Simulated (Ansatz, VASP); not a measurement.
## CdSe: VASP beside Ansatz

INCAR

```
SYSTEM = CdSe
  PREC = Accurate
  ENCUT = 520
  EDIFF = 1E-6
  ISMEAR = 0
  SIGMA = 0.05
  LREAL = .FALSE.
  LASPH = .TRUE.
  NELM = 100
  ALGO = Normal
  ISIF = 2
  LWAVE = .FALSE.
  LCHARG = .FALSE.
  GGA = CA
  NBANDS = 16
```

File KPOINTS:

```
regular mesh
0
G
  6 6 6
  0 0 0
```

File POSCAR:

```
CdSe
1.0
    0.0000000000      3.1214421833      2.9704314969
    3.1214421833      0.0000000000      2.9704314969
    3.1214421833      3.1214421833      0.0000000000
Cd Se
1 1
Direct
    0.0000000000      0.0000000000      0.0000000000
    0.7500000000      0.7500000000      0.7500000000
```

Input for Ansatz:

```yaml
crystal:
  lattice:
    - [0.0, 3.121442183333333, 2.970431496909433]
    - [3.121442183333333, 0.0, 2.970431496909433]
    - [3.121442183333333, 3.121442183333333, 0.0]
  atoms:
    - { symbol: Cd, position: [0.0, 0.0, 0.0] }
    - { symbol: Se, position: [0.75, 0.75, 0.75] }
basis:
  ecutwfc: 520.0
kpoints:
  mp_grid:
    grid: [6, 6, 6]
hamiltonian:
  xc: lda
scf:
  occupations:
    method: gaussian
    width: 0.05
output:
  stress: true
```

Alike in both runs: task single point; functional LDA; k mesh 6 × 6 × 6; occupations gaussian, width 0.05 eV; no spin polarisation.

|  | VASP | Ansatz |
| --- | --- | --- |
| version | VASP 6.6.1 | Ansatz 0.2.0 |
| potentials or method | VASP PAW LDA potentials, release 64 (Cd, Se), cutoff 520 eV | plane waves, PAW |
| valence electrons in the cell | 18 | 36 |

|  | VASP | Ansatz | Ansatz less VASP |
| --- | --- | --- | --- |
| pressure (GPa) | -2.9 | -3.3 | -0.37 |
| traceless stress, the component that is largest in VASP (GPa) | 0.66 | 0.67 | +0.015 |

LDA's correlation is that of Perdew and Zunger in VASP and of Perdew and Wang (1992) in Ansatz. VASP's potentials hold 18 valence electrons a cell and Ansatz's 36, so a difference there can come from the potentials and not from the codes.
